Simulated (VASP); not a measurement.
# CaZn2In2 in VASP: single point with PBEsol

Aim: the single point of CaZn2In2 with PBEsol.

All numbers are computed with VASP 6.6.1; they aren't measurements. Logs are shortened: lines on timing, memory, paths and dates and some standing lists are left out, and cuts for length are marked.

**1. The cell of the first run**

The typed cell holds 5 atoms: a = 4.282 Å, b = 4.282 Å, c = 7.212 Å, α = 90.00°, β = 90.00°, γ = 120.00°.

**2. Single point, PBEsol**

Contents of INCAR:

```
  ALGO = Normal
  EDIFF = 1E-6
  ENCUT = 520
  GGA = PS
  ISIF = 2
  ISMEAR = 0
  LASPH = True
  LCHARG = False
  LREAL = False
  LWAVE = False
  NBANDS = 38
  NELM = 80
  PREC = Accurate
  SIGMA = 0.1268
```

Contents of KPOINTS:

```
k-points
0
Gamma
  9 9 5
```

Contents of POSCAR:

```
CaZn2In2
1.0
    4.2822060000      0.0000000000      0.0000000000
   -2.1411030000      3.7085010000      0.0000000000
    0.0000000000      0.0000000000      7.2124610000
In Ca Zn
2 1 2
Direct
    0.3333000000      0.6667000000      0.2583000000
    0.6667000000      0.3333000000      0.7417000000
    0.0000000000      0.0000000000      0.0000000000
    0.3333000000      0.6667000000      0.6303000000
    0.6667000000      0.3333000000      0.3697000000
```

Potentials or basis: VASP PAW PBE potentials, release 64 (In_d, Ca_sv, Zn).

Command:

```console
$ cat potpaw_PBE.64/In_d/POTCAR potpaw_PBE.64/Ca_sv/POTCAR potpaw_PBE.64/Zn/POTCAR > POTCAR
$ mpirun -np 1 vasp_std > vasp.out
```

OUTCAR:

```text
EDIFF = 1E-6
   ENCUT = 520
   GGA = PS
   ISIF = 2
   ISMEAR = 0
   LASPH = True
   LREAL = False
   NELM = 80
   PREC = Accurate

 ion  position               nearest neighbor table
   1  0.333  0.667  0.258-   5 2.60   5 2.60   5 2.60   4 2.68   3 3.10   3 3.10   3 3.10
   2  0.667  0.333  0.742-   4 2.60   4 2.60   4 2.60   5 2.68   3 3.10   3 3.10   3 3.10
   3  0.000  0.000  0.000-   1 3.10   2 3.10   2 3.10   1 3.10   2 3.10   1 3.10
   4  0.333  0.667  0.630-   2 2.60   2 2.60   2 2.60   1 2.68
   5  0.667  0.333  0.370-   1 2.60   1 2.60   1 2.60   2 2.68

  LATTYP: Found a hexagonal cell.
 ALAT       =     4.2822060000
 C/A-ratio  =     1.6842863235

  Lattice vectors:

 A1 = (   4.2822060000,   0.0000000000,   0.0000000000)
 A2 = (  -2.1411030000,   3.7085010000,   0.0000000000)
 A3 = (   0.0000000000,   0.0000000000,   7.2124610000)

Analysis of symmetry for initial positions (statically):
=====================================================================
 Subroutine PRICEL returns:
 Original cell was already a primitive cell.

 Routine SETGRP: Setting up the symmetry group for a
 hexagonal supercell.

 Subroutine GETGRP returns: Found  4 space group operations
 (whereof  4 operations were pure point group operations)
 out of a pool of 24 trial point group operations.

The static configuration has the point symmetry C_2h.

Analysis of symmetry for dynamics (positions and initial velocities):
=====================================================================
 Subroutine PRICEL returns:
 Original cell was already a primitive cell.

 Routine SETGRP: Setting up the symmetry group for a
 hexagonal supercell.

 Subroutine GETGRP returns: Found  4 space group operations
 (whereof  4 operations were pure point group operations)
 out of a pool of 24 trial point group operations.

The dynamic configuration has the point symmetry C_2h.

 Subroutine INISYM returns: Found  4 space group operations
 (whereof  4 operations are pure point group operations),
 and found     1 'primitive' translations

----------------------------------------------------------------------------------------

                                     Primitive cell

  volume of cell :     114.5380

  direct lattice vectors                    reciprocal lattice vectors
     4.282206000  0.000000000  0.000000000     0.233524496  0.134825365  0.000000000
    -2.141103000  3.708501000  0.000000000     0.000000000  0.269650729  0.000000000
     0.000000000  0.000000000  7.212461000     0.000000000  0.000000000  0.138648930

  length of vectors
     4.282206000  4.282207576  7.212461000     0.269650829  0.269650729  0.138648930

  position of ions in fractional coordinates (direct lattice)
     0.333300000  0.666700000  0.258300000
     0.666700000  0.333300000  0.741700000
     0.000000000  0.000000000  0.000000000
     0.333300000  0.666700000  0.630300000
     0.666700000  0.333300000  0.369700000

  ion indices of the primitive-cell ions
   primitive index   ion index
                 1           1
                 2           2
                 3           3
                 4           4
                 5           5

----------------------------------------------------------------------------------------

 KPOINTS: k-points

Automatic generation of k-mesh.
 Grid dimensions read from file:
 generate k-points for:    9    9    5

 Generating k-lattice:

  Cartesian coordinates                     Fractional coordinates (reciprocal lattice)
     0.025947166  0.014980596  0.000000000     0.111111111 -0.000000000  0.000000000
     0.000000000  0.029961192  0.000000000     0.000000000  0.111111111  0.000000000
     0.000000000  0.000000000  0.027729786     0.000000000  0.000000000  0.200000000

  Length of vectors
     0.029961203  0.029961192  0.027729786

  Shift w.r.t. Gamma in fractional coordinates (k-lattice)
     0.000000000  0.000000000  0.000000000

 Subroutine IBZKPT returns following result:
 ===========================================

 Found    115 irreducible k-points:

 Following reciprocal coordinates:
            Coordinates               Weight
  0.000000  0.000000  0.000000      1.000000
  0.111111 -0.000000  0.000000      4.000000
 -0.111111  0.111111  0.000000      2.000000
  0.222222 -0.000000  0.000000      4.000000
 -0.222222  0.222222  0.000000      2.000000
  0.333333 -0.000000  0.000000      4.000000
[... 16 lines left out ...]
 -0.222222 -0.444444  0.000000      4.000000
  0.444444  0.333333  0.000000      4.000000
 [... further k-points ...]
   k-points           NKPTS =    115   k-points in BZ     NKDIM =    115   number of bands    NBANDS=     38
   number of dos      NEDOS =    301   number of ions     NIONS =      5
   total plane-waves  NPLWV =  55296
   dimension x,y,z NGX =    32 NGY =   32 NGZ =   54
   dimension x,y,z NGXF=    64 NGYF=   64 NGZF=  108
   ions per type =               2   1   2
   NGX,Y,Z   is equivalent  to a cutoff of  12.42, 12.42, 12.45 a.u.
   NGXF,Y,Z  is equivalent  to a cutoff of  24.85, 24.85, 24.89 a.u.
 SYSTEM =  unknown system
   PREC   = accura    normal or accurate (medium, high low for compatibility)
   ISTART =      0    job   : 0-new  1-cont  2-samecut
   ICHARG =      2    charge: 1-file 2-atom 10-const
   ISPIN  =      1    spin polarized calculation?
   LNONCOLLINEAR =      F non collinear calculations
   LSORBIT =      F    spin-orbit coupling
   LASPH  =      T    aspherical Exc in radial PAW
   ENCUT  =  520.0 eV  38.22 Ry    6.18 a.u.   7.96  7.96 13.41*2*pi/ulx,y,z
   NELM   =     80;   NELMIN=  2; NELMDL= -5     # of ELM steps
   EDIFF  = 0.1E-05   stopping-criterion for ELM
   LREAL  =      F    real-space projection
   EDIFFG = 0.1E-04   stopping-criterion for IOM
   NSW    =      0    number of steps for IOM
   IBRION =     -1    ionic relax: 0-MD 1-quasi-New 2-CG
   NFREE  =      0    steps in history (QN), initial steepest desc. (CG)
   ISIF   =      2    stress and relaxation
   ISYM   =      2    0-nonsym 1-usesym 2-fastsym
   POTIM  = 0.5000    time-step for ionic-motion
   TEBEG  =    0.0;   TEEND  =   0.0 temperature during run
   PSTRESS=    0.0 pullay stress
   NELECT =      60.0000    total number of electrons
   NUPDOWN=      -1.0000    fix difference up-down
   EMIN   =  10.00;   EMAX   =-10.00  energy-range for DOS
   EFERMI =   0.00;   METHOD = LEGACY
   ISMEAR =     0;   SIGMA  =   0.13  broadening in eV -4-tet -1-fermi 0-gaus
   EFERMI_NEDOS =   21; number of points for ismear=-14 and -15
   IALGO  =     38    algorithm
   IMIX   =      4    mixing-type and parameters
     AMIX     =   0.40;   BMIX     =  1.00
     AMIX_MAG =   1.60;   BMIX_MAG =  1.00
  volume/ion in A,a.u.               =      22.91       154.59
  Fermi-wavevector in a.u.,A,eV,Ry     =   1.319701  2.493873 23.696041  1.741610
  Thomas-Fermi vector in A             =   2.449580
   LORBIT       =      0    0 simple, 1 ext, 2 COOP (PROOUT), +10 PAW based schemes
   GGA     = PS    functional components
   LHFCALC =     F    Hartree Fock is set to
   AEXX    =    0.0000 exact exchange contribution
   IVDW    =     0    specifies the selected vdW correction
   LEPSILON=     F    determine dielectric tensor
   LRPA    =     F    only Hartree local field effects (RPA)
 non-spin polarized calculation
 Gauss-broadening in eV      SIGMA  =   0.13
  energy-cutoff  :      520.00
  volume of cell :      114.54
 maximum number of plane-waves:      3120
   NGX = 15   NGY = 15   NGZ = 27

 number of electron      60.0000036 magnetization

 Free energy of the ion-electron system (eV)
  ---------------------------------------------------
  ext. energy  EPLUGINS =         0.00000000
  ---------------------------------------------------
  free energy    TOTEN  =       -11.11224119 eV

  energy without entropy =      -11.09449680  energy(sigma->0) =      -11.10336899

 E-fermi :   4.5278     XC(G=0): -10.1930

 val. band max:        4.4943258440   @ k =   0.2222   0.2222   0.2000
 cond. band min:       4.5499841695   @ k =   0.3333   0.1111   0.2000
 fundamental gap:      0.0556583255
 Fermi energy:         4.5277723307

 k-point     1 :       0.0000    0.0000    0.0000
  band No.  band energies     occupation
      1     -36.3202      2.00000
      2     -17.4761      2.00000
      3     -17.4271      2.00000
      4     -17.4271      2.00000
      5      -9.8921      2.00000
      6      -9.8920      2.00000
[... 30 lines left out ...]
     37       8.3157      0.00000
     38       8.3165      0.00000

 k-point     2 :       0.1111   -0.0000    0.0000
  band No.  band energies     occupation
      1     -36.3198      2.00000
      2     -17.4752      2.00000
      3     -17.4333      2.00000
      4     -17.4286      2.00000
      5      -9.8932      2.00000
      6      -9.8884      2.00000
[... 30 lines left out ...]
     37       8.7460      0.00000
     38       8.8646      0.00000

 k-point     3 :      -0.1111    0.1111    0.0000
  band No.  band energies     occupation
      1     -36.3198      2.00000
      2     -17.4752      2.00000
      3     -17.4333      2.00000
      4     -17.4286      2.00000
      5      -9.8931      2.00000
      6      -9.8885      2.00000
[... 30 lines left out ...]
     37       8.7458      0.00000
     38       8.8639      0.00000

 k-point     4 :       0.2222   -0.0000    0.0000
  band No.  band energies     occupation
      1     -36.3189      2.00000
      2     -17.4729      2.00000
      3     -17.4490      2.00000
      4     -17.4325      2.00000
      5      -9.8963      2.00000
      6      -9.8805      2.00000
[... 30 lines left out ...]
     37       9.2657      0.00000
     38       9.5051      0.00000
[... 703 lines left out ...]
      4     -17.4526      2.00000
      5      -9.9006      2.00000
      6      -9.8868      2.00000
[... 30 lines left out ...]
     37       8.7978      0.00000
     38       9.0056      0.00000

 k-point    23 :      -0.2222   -0.4444    0.0000
  band No.  band energies     occupation
      1     -36.3169      2.00000
      2     -17.4719      2.00000
      3     -17.4681      2.00000
      4     -17.4526      2.00000
      5      -9.9006      2.00000
      6      -9.8867      2.00000
[... 30 lines left out ...]
     37       8.7978      0.00000
     38       9.0058      0.00000

 k-point    24 :       0.4444    0.3333    0.0000
  band No.  band energies     occupation
      1     -36.3169      2.00000
      2     -17.4719      2.00000
      3     -17.4681      2.00000
      4     -17.4526      2.00000
      5      -9.9006      2.00000
      6      -9.8867      2.00000
[... 30 lines left out ...]
     37       8.7977      0.00000
     38       9.0057      0.00000

 [... further k-points ...]

------------------------ aborting loop because EDIFF is reached ----------------------------------------

  FORCE on cell =-STRESS in cart. coord.  units (eV):
  Direction    XX          YY          ZZ          XY          YZ          ZX
  --------------------------------------------------------------------------------------
  -------------------------------------------------------------------------------------
  Total        3.7895735      3.7953232      1.9169648      0.0049762      0.0012346     -0.0021384
  in kB       53.0092286     53.0896566     26.8148443      0.0696077      0.0172697     -0.0299121
  external PRESSURE =      44.3045765 kB  Pullay stress =       0.0000000 kB

 VOLUME and BASIS-vectors are now :
 -----------------------------------------------------------------------------
  energy-cutoff  :      520.00
  volume of cell :      114.54
      direct lattice vectors                 reciprocal lattice vectors
     4.282206000  0.000000000  0.000000000     0.233524496  0.134825365  0.000000000
    -2.141103000  3.708501000  0.000000000     0.000000000  0.269650729  0.000000000
     0.000000000  0.000000000  7.212461000     0.000000000  0.000000000  0.138648930

 POSITION                                       TOTAL-FORCE (eV/Angst)
 -----------------------------------------------------------------------------------
     -0.00021      2.47246      1.86298         0.002519     -0.001454      0.188987
      2.14132      1.23604      5.34948        -0.002519      0.001454     -0.188987
      0.00000      0.00000      0.00000         0.000000     -0.000000      0.000000
     -0.00021      2.47246      4.54601         0.002176     -0.001256     -0.144136
      2.14132      1.23604      2.66645        -0.002176      0.001256      0.144136
 -----------------------------------------------------------------------------------
    total drift:                               -0.000000      0.000000      0.000000

  FREE ENERGIE OF THE ION-ELECTRON SYSTEM (eV)
  ---------------------------------------------------
  free  energy   TOTEN  =       -11.1122411894 eV

  energy  without entropy=      -11.0944967976  energy(sigma->0) =      -11.10336899
```

Run time: 5.7 min. Hardware: 1 thread of Intel Xeon Platinum 8259CL at 2.50GHz (Skylake/Cascade Lake), shared host; peak memory 0.58 GiB.

Results:

- Free energy: -11.1122 eV
- Pressure: 4.4 GPa
- Largest force: 0.189 eV/Å
- Band gap on the k mesh: zero (bands 30 and 31 overlap by 3.25 eV)

Forces in eV/Å, atoms in the order of the input:
```
In   0.003 -0.001  0.189
In  -0.003  0.001 -0.189
Ca   0.000  0.000  0.000
Zn   0.002 -0.001 -0.144
Zn  -0.002  0.001  0.144
```

Stress tensor (GPa, compression positive):
```
5.30 0.01 0.00
0.01 5.31 0.00
0.00 0.00 2.68
```

Caveat: the cell stands under pressure; the PAW data sets were made with another functional, which shifts forces and pressure a little; spin-orbit coupling is left out, which moves the levels of the heavy elements.
